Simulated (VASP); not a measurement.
# AlAs (F-43m) in VASP: single point with B3LYP

Aim: the single point of AlAs with B3LYP.

Everything below comes from runs of VASP 6.6.1. Logs are shortened: lines on timing, memory, paths and dates and some standing lists are left out, and cuts for length are marked.

### Step 1. The cell of the first run

Symmetry: F-43m, No. 216, cubic system. Conventional cell: a = 5.661 Å, b = 5.661 Å, c = 5.661 Å, α = 90.00°, β = 90.00°, γ = 90.00°. Al (site symmetry -43m) has 4 As at 2.45 Å within 3.2 Å. As (site symmetry -43m) has 4 Al at 2.45 Å within 3.2 Å.

### Step 2. Single point, B3LYP

File POSCAR:

```
AlAs
1.0
    0.0000000000      2.8304000000      2.8304000000
    2.8304000000      0.0000000000      2.8304000000
    2.8304000000      2.8304000000      0.0000000000
Al As
1 1
Direct
    0.0000000000      0.0000000000      0.0000000000
    0.2500000000      0.2500000000      0.2500000000
```

File INCAR.step1:

```
ALGO = Normal ; EDIFF = 1E-5
ENCUT = 400 ; GGA = PE
GGA_COMPAT = F ; ISIF = 2
ISMEAR = 0 ; LASPH = T
LCHARG = F ; LREAL = F
LWAVE = T ; NBANDS = 11
NELM = 120 ; PREC = Accurate
SIGMA = 0.01
```

File INCAR.step2:

```
AEXX = 0.2 ; AGGAC = 0.81
AGGAX = 0.72 ; ALDAC = 0.19
ALGO = Normal ; EDIFF = 1E-6
ENCUT = 400 ; GGA = B3
GGA_COMPAT = F ; ISIF = 2
ISMEAR = 0 ; ISTART = 1
LASPH = T ; LCHARG = F
LHFCALC = T ; LREAL = F
LWAVE = F ; NBANDS = 11
NELM = 120 ; PREC = Accurate
PRECFOCK = Normal ; SIGMA = 0.01
```

File KPOINTS:

```
k-points
0
Gamma
  4 4 4
```

Potentials or basis: VASP PAW PBE potentials, release 64 (Al, As).

Launch:

```console
> cat potpaw_PBE.64/Al/POTCAR potpaw_PBE.64/As/POTCAR > POTCAR
> cp INCAR.step1 INCAR
> mpirun -np 1 vasp_std > vasp.out
> cp INCAR.step2 INCAR
> mpirun -np 1 vasp_std > vasp.out
```

OUTCAR:

```text
AEXX = 0.2
   EDIFF = 1E-6
   ENCUT = 400
   GGA = B3
   ISIF = 2
   ISMEAR = 0
   ISTART = 1
   LASPH = T
   LHFCALC = T
   LREAL = F
   NELM = 120
   PREC = Accurate
   PRECFOCK = Normal

 ion  position               nearest neighbor table
   1  0.000  0.000  0.000-   2 2.45   2 2.45   2 2.45   2 2.45
   2  0.250  0.250  0.250-   1 2.45   1 2.45   1 2.45   1 2.45

  LATTYP: Found a face centered cubic cell.
 ALAT       =     5.6608000000

  Lattice vectors:

 A1 = (   0.0000000000,   2.8304000000,   2.8304000000)
 A2 = (   2.8304000000,   0.0000000000,   2.8304000000)
 A3 = (   2.8304000000,   2.8304000000,   0.0000000000)

Analysis of symmetry for initial positions (statically):
=====================================================================
 Subroutine PRICEL returns:
 Original cell was already a primitive cell.

 Routine SETGRP: Setting up the symmetry group for a
 face centered cubic supercell.

 Subroutine GETGRP returns: Found 24 space group operations
 (whereof 24 operations were pure point group operations)
 out of a pool of 48 trial point group operations.

The static configuration has the point symmetry T_d .

Analysis of symmetry for dynamics (positions and initial velocities):
=====================================================================
 Subroutine PRICEL returns:
 Original cell was already a primitive cell.

 Routine SETGRP: Setting up the symmetry group for a
 face centered cubic supercell.

 Subroutine GETGRP returns: Found 24 space group operations
 (whereof 24 operations were pure point group operations)
 out of a pool of 48 trial point group operations.

The dynamic configuration has the point symmetry T_d .

 Subroutine INISYM returns: Found 24 space group operations
 (whereof 24 operations are pure point group operations),
 and found     1 'primitive' translations

----------------------------------------------------------------------------------------

                                     Primitive cell

  volume of cell :      45.3496

  direct lattice vectors                    reciprocal lattice vectors
     0.000000000  2.830400000  2.830400000    -0.176653477  0.176653477  0.176653477
     2.830400000  0.000000000  2.830400000     0.176653477 -0.176653477  0.176653477
     2.830400000  2.830400000  0.000000000     0.176653477  0.176653477 -0.176653477

  length of vectors
     4.002790067  4.002790067  4.002790067     0.305972797  0.305972797  0.305972797

  position of ions in fractional coordinates (direct lattice)
     0.000000000  0.000000000  0.000000000
     0.250000000  0.250000000  0.250000000

  ion indices of the primitive-cell ions
   primitive index   ion index
                 1           1
                 2           2

----------------------------------------------------------------------------------------

 KPOINTS: k-points

Automatic generation of k-mesh.
 Grid dimensions read from file:
 generate k-points for:    4    4    4

 Generating k-lattice:

  Cartesian coordinates                     Fractional coordinates (reciprocal lattice)
    -0.044163369  0.044163369  0.044163369     0.250000000  0.000000000  0.000000000
     0.044163369 -0.044163369  0.044163369     0.000000000  0.250000000  0.000000000
     0.044163369  0.044163369 -0.044163369     0.000000000  0.000000000  0.250000000

  Length of vectors
     0.076493199  0.076493199  0.076493199

  Shift w.r.t. Gamma in fractional coordinates (k-lattice)
     0.000000000  0.000000000  0.000000000

 Subroutine IBZKPT returns following result:
 ===========================================

 Found      8 irreducible k-points:

 Following reciprocal coordinates:
            Coordinates               Weight
  0.000000  0.000000  0.000000      1.000000
  0.250000  0.000000  0.000000      8.000000
  0.500000  0.000000  0.000000      4.000000
  0.250000  0.250000  0.000000      6.000000
  0.500000  0.250000  0.000000     24.000000
 -0.250000  0.250000  0.000000     12.000000
  0.500000  0.500000  0.000000      3.000000
 -0.250000  0.500000  0.250000      6.000000
   k-points           NKPTS =      8   k-points in BZ     NKDIM =     64   number of bands    NBANDS=     11
   number of dos      NEDOS =    301   number of ions     NIONS =      2
   total plane-waves  NPLWV =  21952
   dimension x,y,z NGX =    28 NGY =   28 NGZ =   28
   dimension x,y,z NGXF=    56 NGYF=   56 NGZF=   56
   ions per type =               1   1
   NGX,Y,Z   is equivalent  to a cutoff of  11.63, 11.63, 11.63 a.u.
   NGXF,Y,Z  is equivalent  to a cutoff of  23.26, 23.26, 23.26 a.u.
 SYSTEM =  unknown system
   PREC   = accura    normal or accurate (medium, high low for compatibility)
   ISTART =      1    job   : 0-new  1-cont  2-samecut
   ICHARG =      0    charge: 1-file 2-atom 10-const
   ISPIN  =      1    spin polarized calculation?
   LNONCOLLINEAR =      F non collinear calculations
   LSORBIT =      F    spin-orbit coupling
   LASPH  =      T    aspherical Exc in radial PAW
   ENCUT  =  400.0 eV  29.40 Ry    5.42 a.u.   6.53  6.53  6.53*2*pi/ulx,y,z
   NELM   =    120;   NELMIN=  2; NELMDL=  0     # of ELM steps
   EDIFF  = 0.1E-05   stopping-criterion for ELM
   LREAL  =      F    real-space projection
   EDIFFG = 0.1E-04   stopping-criterion for IOM
   NSW    =      0    number of steps for IOM
   IBRION =     -1    ionic relax: 0-MD 1-quasi-New 2-CG
   NFREE  =      0    steps in history (QN), initial steepest desc. (CG)
   ISIF   =      2    stress and relaxation
   ISYM   =      3    0-nonsym 1-usesym 2-fastsym
   POTIM  = 0.5000    time-step for ionic-motion
   TEBEG  =    0.0;   TEEND  =   0.0 temperature during run
   PSTRESS=    0.0 pullay stress
   NELECT =       8.0000    total number of electrons
   NUPDOWN=      -1.0000    fix difference up-down
   EMIN   =  10.00;   EMAX   =-10.00  energy-range for DOS
   EFERMI =   0.00;   METHOD = LEGACY
   ISMEAR =     0;   SIGMA  =   0.01  broadening in eV -4-tet -1-fermi 0-gaus
   EFERMI_NEDOS =   21; number of points for ismear=-14 and -15
   IALGO  =     38    algorithm
   IMIX   =      1    mixing-type and parameters
     AMIX     =   0.40;   BMIX     =  1.00
     AMIX_MAG =   1.60;   BMIX_MAG =  1.00
  volume/ion in A,a.u.               =      22.67       153.02
  Fermi-wavevector in a.u.,A,eV,Ry     =   0.918150  1.735052 11.469706  0.843000
  Thomas-Fermi vector in A             =   2.043199
   LORBIT       =      0    0 simple, 1 ext, 2 COOP (PROOUT), +10 PAW based schemes
   GGA     = B3    functional components
   LHFCALC =     T    Hartree Fock is set to
   PRECFOCK=normal    Normal, Fast or Accurate (Low or Medium for compatibility)
   ENCUT4O =  -1.0   cutoff for four orbital integrals eV
   NKREDX  =     1    reduce k-point grid by
   NKREDY  =     1    reduce k-point grid by
   NKREDZ  =     1    reduce k-point grid by
   AEXX    =    0.2000 exact exchange contribution
   HFSCREEN=    0.0000 screening length (either q_TF or 0.3 A-1)
   HFSCREENC=   0.0000 screening length for correlation (either q_TF or 0.3 A-1)
   ENCUTFOCK=  -1.0 apply spherical cutoff to Coloumb kernel
   IVDW    =     0    specifies the selected vdW correction
   LEPSILON=     F    determine dielectric tensor
   LRPA    =     F    only Hartree local field effects (RPA)
 non-spin polarized calculation
 Gauss-broadening in eV      SIGMA  =   0.01
  energy-cutoff  :      400.00
  volume of cell :       45.35
 maximum number of plane-waves:       869
 NGX is ok and might be reduce to    28
  NGX = 20; NGY = 20; NGZ = 20

 number of electron       7.9999999 magnetization

 Free energy of the ion-electron system (eV)
  ---------------------------------------------------
  ext. energy  EPLUGINS =         0.00000000
  ---------------------------------------------------
  free energy    TOTEN  =       -10.19918931 eV

  energy without entropy =      -10.19918931  energy(sigma->0) =      -10.19918931

 E-fermi :   3.5678     XC(G=0):  -7.1223

 val. band max:        3.4449664205   @ k =   0.0000   0.0000   0.0000
 cond. band min:       6.2365990427   @ k =   0.5000   0.5000   0.0000
 fundamental gap:      2.7916326222
 Fermi energy:         3.5678290685

 k-point     1 :       0.0000    0.0000    0.0000
  band No.  band energies     occupation
      1      -9.4006      2.00000
      2       3.4450      2.00000
      3       3.4450      2.00000
      4       3.4450      2.00000
      5       6.8548      0.00000
      6       9.1127      0.00000
      7       9.1127      0.00000
      8       9.1127      0.00000
      9      13.9085      0.00000
     10      14.0781      0.00000
     11      14.0781      0.00000

 k-point     2 :       0.2500    0.0000    0.0000
  band No.  band energies     occupation
      1      -8.7765      2.00000
      2      -0.1213      2.00000
      3       2.9421      2.00000
      4       2.9421      2.00000
      5       7.3914      0.00000
      6       9.7816      0.00000
      7       9.7816      0.00000
      8      11.4031      0.00000
      9      13.3491      0.00000
     10      13.3491      0.00000
     11      14.5037      0.00000

 k-point     3 :       0.5000    0.0000    0.0000
  band No.  band energies     occupation
      1      -7.8648      2.00000
      2      -2.5226      2.00000
      3       2.5635      2.00000
      4       2.5635      2.00000
      5       6.8866      0.00000
      6       9.5607      0.00000
      7       9.5607      0.00000
      8      12.8627      0.00000
      9      16.3282      0.00000
     10      16.7805      0.00000
     11      16.7805      0.00000

 k-point     4 :       0.2500    0.2500    0.0000
  band No.  band energies     occupation
      1      -8.5601      2.00000
      2       0.0570      2.00000
      3       2.0379      2.00000
      4       2.0379      2.00000
      5       7.3621      0.00000
      6       8.6179      0.00000
      7      11.7822      0.00000
      8      11.7822      0.00000
      9      12.4488      0.00000
     10      15.2248      0.00000
     11      17.3920      0.00000

 k-point     5 :       0.5000    0.2500    0.0000
  band No.  band energies     occupation
      1      -7.6123      2.00000
      2      -1.9744      2.00000
      3       0.6025      2.00000
      4       1.7376      2.00000
      5       7.3627      0.00000
      6      10.0474      0.00000
      7      11.3318      0.00000
      8      11.9181      0.00000
      9      15.4942      0.00000
     10      16.6301      0.00000
     11      18.1260      0.00000

 k-point     6 :      -0.2500    0.2500    0.0000
  band No.  band energies     occupation
      1      -7.9511      2.00000
      2      -1.4182      2.00000
      3       0.4515      2.00000
      4       2.4991      2.00000
      5       8.2243      0.00000
      6      10.6979      0.00000
      7      10.8531      0.00000
      8      11.2377      0.00000
      9      12.6508      0.00000
     10      15.4464      0.00000
     11      17.6947      0.00000

 k-point     7 :       0.5000    0.5000    0.0000
  band No.  band energies     occupation
      1      -7.2615      2.00000
      2      -2.4130      2.00000
      3       1.1362      2.00000
      4       1.1362      2.00000
      5       6.2366      0.00000
      6       7.0322      0.00000
      7      15.5169      0.00000
      8      15.5169      0.00000
      9      16.9568      0.00000
     10      17.6836      0.00000
     11      17.6836      0.00000

 k-point     8 :      -0.2500    0.5000    0.2500
  band No.  band energies     occupation
      1      -7.2289      2.00000
      2      -2.0552      2.00000
      3       0.1182      2.00000
      4       0.5229      2.00000
      5       9.1926      0.00000
      6      10.5212      0.00000
      7      10.6860      0.00000
      8      10.9583      0.00000
      9      15.8025      0.00000
     10      17.4227      0.00000
     11      17.8510      0.00000

------------------------ aborting loop because EDIFF is reached ----------------------------------------

  FORCE on cell =-STRESS in cart. coord.  units (eV):
  Direction    XX          YY          ZZ          XY          YZ          ZX
  --------------------------------------------------------------------------------------
  -------------------------------------------------------------------------------------
  Total        0.9203993      0.9203993      0.9203993      0.0000000      0.0000000      0.0000000
  in kB       32.5172223     32.5172223     32.5172223      0.0000000      0.0000000      0.0000000
  external PRESSURE =      32.5172223 kB  Pullay stress =       0.0000000 kB

 VOLUME and BASIS-vectors are now :
 -----------------------------------------------------------------------------
  energy-cutoff  :      400.00
  volume of cell :       45.35
      direct lattice vectors                 reciprocal lattice vectors
     0.000000000  2.830400000  2.830400000    -0.176653477  0.176653477  0.176653477
     2.830400000  0.000000000  2.830400000     0.176653477 -0.176653477  0.176653477
     2.830400000  2.830400000  0.000000000     0.176653477  0.176653477 -0.176653477

 POSITION                                       TOTAL-FORCE (eV/Angst)
 -----------------------------------------------------------------------------------
      0.00000      0.00000      0.00000        -0.000000     -0.000000     -0.000000
      1.41520      1.41520      1.41520         0.000000      0.000000      0.000000
 -----------------------------------------------------------------------------------
    total drift:                                0.000000      0.000000      0.000000

  FREE ENERGIE OF THE ION-ELECTRON SYSTEM (eV)
  ---------------------------------------------------
  free  energy   TOTEN  =       -10.1991893056 eV

  energy  without entropy=      -10.1991893056  energy(sigma->0) =      -10.19918931
```

It took 1.8 min on 1 thread of Intel Xeon 6975P-C, shared host; peak memory 0.16 GiB.

What came out:

| Property | Result |
| --- | --- |
| Free energy | -10.1992 eV |
| Pressure | 3.3 GPa |
| Band gap on the k mesh | 2.79 eV, indirect (least direct gap 3.41 eV) |

Caveat: the k points lie up to 0.48 Å⁻¹ apart; the PAW data sets were made with another functional, which shifts forces and pressure a little. A k mesh can miss the band edges.
